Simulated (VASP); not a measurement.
# GaN (I4/mmm) in VASP: further runs

The runs below take GaN through single point, with PBE, r2SCAN.

Everything below comes from runs of VASP 6.6.1. Logs are shortened: lines on timing, memory, paths and dates and some standing lists are left out, and cuts for length are marked.

**1. The cell of the first run**

It takes space group I4/mmm (No. 139, tetragonal). The conventional cell has a = 2.982 Å, b = 2.982 Å, c = 4.301 Å, α = 90.00°, β = 90.00°, γ = 90.00°. Ga (site symmetry 4/mmm) has 6 N at 2.11 to 2.15 Å within 2.8 Å. N (site symmetry 4/mmm) has 6 Ga at 2.11 to 2.15 Å within 2.8 Å.

**2. Single point, PBE (uniaxial z strain +2.0%)**

INCAR reads:

```
SYSTEM = GaN
PREC = Accurate
ENCUT = 520
EDIFF = 1E-6
ISMEAR = -1
SIGMA = 0.02
LREAL = .False.
LASPH = .True.
NELM = 60
ALGO = Normal
ISIF = 2
LWAVE = .False.
LCHARG = .False.
GGA = PE
NBANDS = 16
```

KPOINTS reads:

```
regular mesh
0
Gamma
  10 10 10
  0 0 0
```

POSCAR reads:

```
GaN
1.0
    0.0000000000      2.1085152343      2.1506855390
    2.1085152343      0.0000000000      2.1506855390
    2.1085152343      2.1085152343      0.0000000000
Ga N
1 1
Direct
    0.0000000000      0.0000000000      0.0000000000
    0.5000000000      0.5000000000      0.5000000000
```

Potentials or basis: VASP PAW PBE potentials, release 64 (Ga_d, N).

Launch:

```
$ cat potpaw_PBE.64/Ga_d/POTCAR potpaw_PBE.64/N/POTCAR > POTCAR
$ mpirun -np 1 vasp_std > vasp.out
```

OUTCAR:

```text
SYSTEM = GaN
   PREC = Accurate
   ENCUT = 520
   EDIFF = 1E-6
   ISMEAR = -1
   LREAL = .False.
   LASPH = .True.
   NELM = 60
   ISIF = 2
   GGA = PE

 ion  position               nearest neighbor table
   1  0.000  0.000  0.000-   2 2.11   2 2.11   2 2.11   2 2.11   2 2.15   2 2.15
   2  0.500  0.500  0.500-   1 2.11   1 2.11   1 2.11   1 2.11   1 2.15   1 2.15

  LATTYP: Found a body centered tetragonal cell.
 ALAT       =     2.9818908408
 C/A-ratio  =     1.4424978336

  Lattice vectors:

 A1 = (  -2.1085152343,   0.0000000000,   2.1506855390)
 A2 = (   2.1085152343,   0.0000000000,   2.1506855390)
 A3 = (   0.0000000000,   2.1085152343,  -2.1506855390)

Analysis of symmetry for initial positions (statically):
=====================================================================
 Subroutine PRICEL returns:
 Original cell was already a primitive cell.

 Routine SETGRP: Setting up the symmetry group for a
 body centered tetragonal supercell.

 Subroutine GETGRP returns: Found 16 space group operations
 (whereof 16 operations were pure point group operations)
 out of a pool of 16 trial point group operations.

The static configuration has the point symmetry D_4h.

Analysis of symmetry for dynamics (positions and initial velocities):
=====================================================================
 Subroutine PRICEL returns:
 Original cell was already a primitive cell.

 Routine SETGRP: Setting up the symmetry group for a
 body centered tetragonal supercell.

 Subroutine GETGRP returns: Found 16 space group operations
 (whereof 16 operations were pure point group operations)
 out of a pool of 16 trial point group operations.

The dynamic configuration has the point symmetry D_4h.

 Subroutine INISYM returns: Found 16 space group operations
 (whereof 16 operations are pure point group operations),
 and found     1 'primitive' translations

----------------------------------------------------------------------------------------

                                     Primitive cell

  volume of cell :      19.1232

  direct lattice vectors                    reciprocal lattice vectors
     0.000000000  2.108515234  2.150685539    -0.237133691  0.237133691  0.232484011
     2.108515234  0.000000000  2.150685539     0.237133691 -0.237133691  0.232484011
     2.108515234  2.108515234  0.000000000     0.237133691  0.237133691 -0.232484011

  length of vectors
     3.011857364  3.011857364  2.981890841     0.408060768  0.408060768  0.408060768

  position of ions in fractional coordinates (direct lattice)
     0.000000000  0.000000000  0.000000000
     0.500000000  0.500000000  0.500000000

  ion indices of the primitive-cell ions
   primitive index   ion index
                 1           1
                 2           2

----------------------------------------------------------------------------------------

 KPOINTS: regular mesh

Automatic generation of k-mesh.
 Grid dimensions read from file:
 generate k-points for:   10   10   10

 Generating k-lattice:

  Cartesian coordinates                     Fractional coordinates (reciprocal lattice)
    -0.023713369  0.023713369  0.023248401     0.100000000 -0.000000000  0.000000000
     0.023713369 -0.023713369  0.023248401    -0.000000000  0.100000000  0.000000000
     0.023713369  0.023713369 -0.023248401     0.000000000  0.000000000  0.100000000

  Length of vectors
     0.040806077  0.040806077  0.040806077

  Shift w.r.t. Gamma in fractional coordinates (k-lattice)
     0.000000000  0.000000000  0.000000000

 Subroutine IBZKPT returns following result:
 ===========================================

 Found    102 irreducible k-points:

 Following reciprocal coordinates:
            Coordinates               Weight
  0.000000  0.000000  0.000000      1.000000
  0.100000 -0.000000  0.000000      8.000000
  0.200000 -0.000000  0.000000      8.000000
  0.300000  0.000000  0.000000      8.000000
  0.400000 -0.000000  0.000000      8.000000
  0.500000  0.000000  0.000000      4.000000
[... 16 lines left out ...]
  0.300000  0.300000  0.000000      2.000000
  0.400000  0.300000  0.000000      8.000000
 [... further k-points ...]
   k-points           NKPTS =    102   k-points in BZ     NKDIM =    102   number of bands    NBANDS=     16
   number of dos      NEDOS =    301   number of ions     NIONS =      2
   total plane-waves  NPLWV =  13824
   dimension x,y,z NGX =    24 NGY =   24 NGZ =   24
   dimension x,y,z NGXF=    48 NGYF=   48 NGZF=   48
   ions per type =               1   1
   NGX,Y,Z   is equivalent  to a cutoff of  13.25, 13.25, 13.38 a.u.
   NGXF,Y,Z  is equivalent  to a cutoff of  26.49, 26.49, 26.76 a.u.
 SYSTEM =  GaN
   PREC   = accura    normal or accurate (medium, high low for compatibility)
   ISTART =      0    job   : 0-new  1-cont  2-samecut
   ICHARG =      2    charge: 1-file 2-atom 10-const
   ISPIN  =      1    spin polarized calculation?
   LNONCOLLINEAR =      F non collinear calculations
   LSORBIT =      F    spin-orbit coupling
   LASPH  =      T    aspherical Exc in radial PAW
   ENCUT  =  520.0 eV  38.22 Ry    6.18 a.u.   5.60  5.60  5.54*2*pi/ulx,y,z
   NELM   =     60;   NELMIN=  2; NELMDL= -5     # of ELM steps
   EDIFF  = 0.1E-05   stopping-criterion for ELM
   LREAL  =      F    real-space projection
   EDIFFG = 0.1E-04   stopping-criterion for IOM
   NSW    =      0    number of steps for IOM
   IBRION =     -1    ionic relax: 0-MD 1-quasi-New 2-CG
   NFREE  =      0    steps in history (QN), initial steepest desc. (CG)
   ISIF   =      2    stress and relaxation
   ISYM   =      2    0-nonsym 1-usesym 2-fastsym
   POTIM  = 0.5000    time-step for ionic-motion
   TEBEG  =    0.0;   TEEND  =   0.0 temperature during run
   PSTRESS=    0.0 pullay stress
   NELECT =      18.0000    total number of electrons
   NUPDOWN=      -1.0000    fix difference up-down
   EMIN   =  10.00;   EMAX   =-10.00  energy-range for DOS
   EFERMI =   0.00;   METHOD = LEGACY
   ISMEAR =    -1;   SIGMA  =   0.02  broadening in eV -4-tet -1-fermi 0-gaus
   EFERMI_NEDOS =   21; number of points for ismear=-14 and -15
   IALGO  =     38    algorithm
   IMIX   =      4    mixing-type and parameters
     AMIX     =   0.40;   BMIX     =  1.00
     AMIX_MAG =   1.60;   BMIX_MAG =  1.00
  volume/ion in A,a.u.               =       9.56        64.52
  Fermi-wavevector in a.u.,A,eV,Ry     =   1.604398  3.031873 35.022675  2.574094
  Thomas-Fermi vector in A             =   2.700909
   LORBIT       =      0    0 simple, 1 ext, 2 COOP (PROOUT), +10 PAW based schemes
   GGA     = PE    functional components
   LHFCALC =     F    Hartree Fock is set to
   AEXX    =    0.0000 exact exchange contribution
   IVDW    =     0    specifies the selected vdW correction
   LEPSILON=     F    determine dielectric tensor
   LRPA    =     F    only Hartree local field effects (RPA)
 non-spin polarized calculation
  energy-cutoff  :      520.00
  volume of cell :       19.12
 maximum number of plane-waves:       532
 NGX is ok and might be reduce to    24
   NGX = 11   NGY = 11   NGZ = 11

 number of electron      18.0000007 magnetization

 Free energy of the ion-electron system (eV)
  ---------------------------------------------------
  ext. energy  EPLUGINS =         0.00000000
  ---------------------------------------------------
  free energy    TOTEN  =       -11.19836191 eV

  energy without entropy =      -11.19836185  energy(sigma->0) =      -11.19836188

 E-fermi :   7.9808     XC(G=0): -13.0053

 val. band max:        7.7514442495   @ k =  -0.2000   0.2000   0.0000
 cond. band min:       8.1869115066   @ k =   0.5000   0.0000   0.5000
 fundamental gap:      0.4354672572
 Fermi energy:         7.9808111129

 k-point     1 :       0.0000    0.0000    0.0000
  band No.  band energies     occupation
      1      -9.4402      2.00000
      2      -6.2640      2.00000
      3      -6.2545      2.00000
      4      -6.2545      2.00000
      5      -6.1796      2.00000
      6      -6.1526      2.00000
[... 8 lines left out ...]
     15      23.6487      0.00000
     16      23.6488      0.00000

 k-point     2 :       0.1000   -0.0000    0.0000
  band No.  band energies     occupation
      1      -9.2481      2.00000
      2      -6.2658      2.00000
      3      -6.2516      2.00000
      4      -6.2448      2.00000
      5      -6.1889      2.00000
      6      -6.1669      2.00000
[... 8 lines left out ...]
     15      23.6295      0.00000
     16      23.6872      0.00000

 k-point     3 :       0.2000   -0.0000    0.0000
  band No.  band energies     occupation
      1      -8.6922      2.00000
      2      -6.2846      2.00000
      3      -6.2776      2.00000
      4      -6.2625      2.00000
      5      -6.1644      2.00000
      6      -6.1605      2.00000
[... 8 lines left out ...]
     15      24.6540      0.00000
     16      24.6908      0.00000

 k-point     4 :       0.3000    0.0000    0.0000
  band No.  band energies     occupation
      1      -7.8501      2.00000
      2      -6.3415      2.00000
      3      -6.3261      2.00000
      4      -6.3048      2.00000
      5      -6.1096      2.00000
      6      -6.1038      2.00000
[... 8 lines left out ...]
     15      26.4547      0.00000
     16      26.4815      0.00000
[... 324 lines left out ...]
 k-point    22 :      -0.2000    0.2000    0.0000
  band No.  band energies     occupation
      1      -7.6918      2.00000
      2      -6.3421      2.00000
      3      -6.3230      2.00000
      4      -6.2978      2.00000
      5      -6.1537      2.00000
      6      -5.8981      2.00000
[... 8 lines left out ...]
     15      26.1198      0.00000
     16      28.6062      0.00000

 k-point    23 :       0.3000    0.3000    0.0000
  band No.  band energies     occupation
      1      -8.0673      2.00000
      2      -6.3729      2.00000
      3      -6.0954      2.00000
      4      -6.0954      2.00000
      5      -6.0884      2.00000
      6      -5.6459      2.00000
[... 8 lines left out ...]
     15      31.8572      0.00000
     16      33.0371      0.00000

 k-point    24 :       0.4000    0.3000    0.0000
  band No.  band energies     occupation
      1      -7.8959      2.00000
      2      -6.3844      2.00000
      3      -6.1227      2.00000
      4      -6.0842      2.00000
      5      -6.0343      2.00000
      6      -5.0266      2.00000
[... 8 lines left out ...]
     15      32.5185      0.00000
     16      33.5201      0.00000

 [... further k-points ...]
[... 5 lines left out ...]
  --------------------------------------------------------------------------------------
  -------------------------------------------------------------------------------------
  Total        0.6778835      0.6778835      0.2552546      0.0000000      0.0000000     -0.0000000
  in kB       56.7943672     56.7943672     21.3857122      0.0000000      0.0000000     -0.0000000
  external PRESSURE =      44.9914822 kB  Pullay stress =       0.0000000 kB

 VOLUME and BASIS-vectors are now :
 -----------------------------------------------------------------------------
  energy-cutoff  :      520.00
  volume of cell :       19.12
      direct lattice vectors                 reciprocal lattice vectors
     0.000000000  2.108515234  2.150685539    -0.237133691  0.237133691  0.232484011
     2.108515234  0.000000000  2.150685539     0.237133691 -0.237133691  0.232484011
     2.108515234  2.108515234  0.000000000     0.237133691  0.237133691 -0.232484011

 POSITION                                       TOTAL-FORCE (eV/Angst)
 -----------------------------------------------------------------------------------
      0.00000      0.00000      0.00000         0.000000     -0.000000     -0.000000
      2.10852      2.10852      2.15069        -0.000000      0.000000      0.000000
 -----------------------------------------------------------------------------------
    total drift:                                0.000000     -0.000000     -0.000000

  FREE ENERGIE OF THE ION-ELECTRON SYSTEM (eV)
  ---------------------------------------------------
  free  energy   TOTEN  =       -11.1983619115 eV

  energy  without entropy=      -11.1983618452  energy(sigma->0) =      -11.19836188
```

It took 15 s on 1 thread of Intel Xeon Platinum 8488C (Sapphire Rapids), shared host; peak memory 0.15 GiB.

What came out:

| Property | Result |
| --- | --- |
| Free energy | -11.1984 eV |
| Pressure | 4.5 GPa |
| Band gap on the k mesh | 0.44 eV, indirect (least direct gap 2.47 eV) |

Stress tensor (GPa, compression positive):
```
5.68 0.00 0.00
0.00 5.68 0.00
0.00 0.00 2.14
```

Caveat: the cell differs from its parent crystal (uniaxial z strain +2.0%). A k mesh can miss the band edges.

**3. Single point, PBE (uniaxial z strain +4.0%)**

Edit INCAR of step 2 so:

```diff
@@ -3,3 +3,3 @@
 ENCUT = 520
-EDIFF = 1E-6
+EDIFF = 1E-7
 ISMEAR = -1
@@ -8,3 +8,3 @@
 LASPH = .True.
-NELM = 60
+NELM = 100
 ALGO = Normal
```

KPOINTS reads:

```
Automatic mesh
0
Gamma
  10 10 10
  0 0 0
```

POSCAR reads:

```
GaN
1.0
    0.0000000000      2.1085152343      2.1928558437
    2.1085152343      0.0000000000      2.1928558437
    2.1085152343      2.1085152343      0.0000000000
Ga N
1 1
Direct
    0.0000000000      0.0000000000      0.0000000000
    0.5000000000      0.5000000000      0.5000000000
```

Potentials or basis: VASP PAW PBE potentials, release 64 (Ga_d, N).

Launch:

```
$ cat potpaw_PBE.64/Ga_d/POTCAR potpaw_PBE.64/N/POTCAR > POTCAR
$ mpirun -np 1 vasp_std > vasp.out
```

It took 16 s on 1 thread of Intel Xeon Platinum 8488C (Sapphire Rapids), shared host; peak memory 0.15 GiB.

It converged, with:

```
Free energy            : -11.1969 eV
Pressure               : 0.6 GPa
Band gap on the k mesh : 0.24 eV, indirect (least direct gap 2.14 eV)
```

Stress tensor (GPa, compression positive):
```
 2.62  0.00  0.00
 0.00  2.62  0.00
 0.00  0.00 -3.42
```

Levels at points of the mesh, in eV from the valence-band top:
```
           k point  band 6  band 7  band 8  band 9  band 10  band 11  band 12  band 13
(0.00, 0.00, 0.00)  -13.94   -0.65   -0.65   -0.31     1.83    14.29    14.31    14.61
(0.50, 0.00, 0.00)  -13.83   -8.13   -0.32   -0.13     4.47     8.56     8.95     9.25
(0.50, 0.50, 0.00)  -11.36   -6.97   -2.83   -2.83     0.62     8.05    11.22    14.32
(0.50, 0.00, 0.50)  -10.98   -6.90   -3.32   -2.77     0.24     7.61    11.71    13.33
```

Caveat: the cell differs from its parent crystal (uniaxial z strain +4.0%). A k mesh can miss the band edges.

**4. Single point, r2SCAN (uniaxial z strain -4.0%)**

POSCAR reads:

```
GaN
1.0
    0.0000000000      2.1085152343      2.0241746249
    2.1085152343      0.0000000000      2.0241746249
    2.1085152343      2.1085152343      0.0000000000
Ga N
1 1
Direct
    0.0000000000      0.0000000000      0.0000000000
    0.5000000000      0.5000000000      0.5000000000
```

INCAR.step1 reads:

```
PREC     = Accurate       # precision mode
ENCUT    = 520            # plane-wave cutoff, eV
ISMEAR   = 0              # smearing method
SIGMA    = 0.01           # smearing width, eV
LREAL    = F              # projectors in reciprocal space
LASPH    = T              # aspherical terms in the spheres
NELM     = 60             # most SCF steps
NBANDS   = 16             # bands
GGA      = PE             # functional
ALGO     = Normal         # electronic algorithm
EDIFF    = 1E-4           # SCF threshold, eV
LWAVE    = T              # write WAVECAR
LCHARG   = F              # write CHGCAR
```

INCAR.step2 reads:

```
PREC     = Accurate       # precision mode
ENCUT    = 520            # plane-wave cutoff, eV
EDIFF    = 1E-6           # SCF threshold, eV
ISMEAR   = 0              # smearing method
SIGMA    = 0.01           # smearing width, eV
LREAL    = F              # projectors in reciprocal space
LASPH    = T              # aspherical terms in the spheres
NELM     = 60             # most SCF steps
ALGO     = Normal         # electronic algorithm
ISIF     = 2              # what is computed and relaxed
LWAVE    = F              # write WAVECAR
LCHARG   = F              # write CHGCAR
METAGGA  = R2SCAN         # meta-GGA
LMIXTAU  = T            
NBANDS   = 16             # bands
ISTART   = 1
```

KPOINTS reads:

```
Automatic mesh
0
Gamma
  10 10 10
```

Launch:

```
$ cat potpaw_PBE.64/Ga_d/POTCAR potpaw_PBE.64/N/POTCAR > POTCAR
$ cp INCAR.step1 INCAR
$ mpirun -np 1 vasp_std > vasp.out
$ cp INCAR.step2 INCAR
$ mpirun -np 1 vasp_std > vasp.out
```

Wall time 54 s (1 thread of Intel Xeon Platinum 8488C (Sapphire Rapids), shared host); peak memory 0.16 GiB.

The run converged. Its results:

| Property | Result |
| --- | --- |
| Free energy | -20.9274 eV |
| Pressure | 13.2 GPa |
| Band gap on the k mesh | 1.16 eV, indirect (least direct gap 3.85 eV) |

Stress tensor (GPa, compression positive):
```
 9.47  0.00  0.00
 0.00  9.47  0.00
 0.00  0.00 20.56
```

Levels at points of the mesh, in eV from the valence-band top:
```tsv
k point	band 6	band 7	band 8	band 9	band 10	band 11	band 12	band 13
(0.00, 0.00, 0.00)	-14.26	-0.86	-0.47	-0.47	3.38	15.65	15.65	15.98
(0.50, 0.00, 0.00)	-14.10	-8.62	-0.30	-0.08	5.53	9.67	10.64	11.01
(0.50, 0.50, 0.00)	-11.16	-7.54	-3.50	-3.50	1.16	8.22	13.90	16.04
(0.50, 0.00, 0.50)	-11.55	-7.66	-3.52	-2.93	1.60	8.74	13.38	15.79
```

Caveat: the cell differs from its parent crystal (uniaxial z strain -4.0%); the PAW data sets were made with another functional, which shifts forces and pressure a little. A k mesh can miss the band edges.

**5. The runs side by side**

| level | cell | smearing | gap on the mesh (eV) | pressure (GPa) |
| --- | --- | --- | --- | --- |
| PBE | a = 3.012, b = 3.012, c = 2.982 Å, angles 60.3, 60.3, 59.3°, 2 atoms | fermi-dirac 0.02 eV | 0.44 | 4.5 |
| PBE | a = 3.042, b = 3.042, c = 2.982 Å, angles 60.7, 60.7, 58.7°, 2 atoms | fermi-dirac 0.02 eV | 0.24 | 0.6 |
| r2SCAN | a = 2.923, b = 2.923, c = 2.982 Å, angles 59.3, 59.3, 61.3°, 2 atoms | gaussian 0.01 eV | 1.16 | 13.2 |

Alike in all rows: task single point; potentials or basis VASP PAW PBE potentials, release 64 (Ga_d, N); no spin polarisation; k mesh 10 × 10 × 10; cutoff (eV) 520.

Caveats: the PAW data sets were made with another functional, which shifts forces and pressure a little (some runs).

Absolute energies hang on the potentials; compare differences alone.
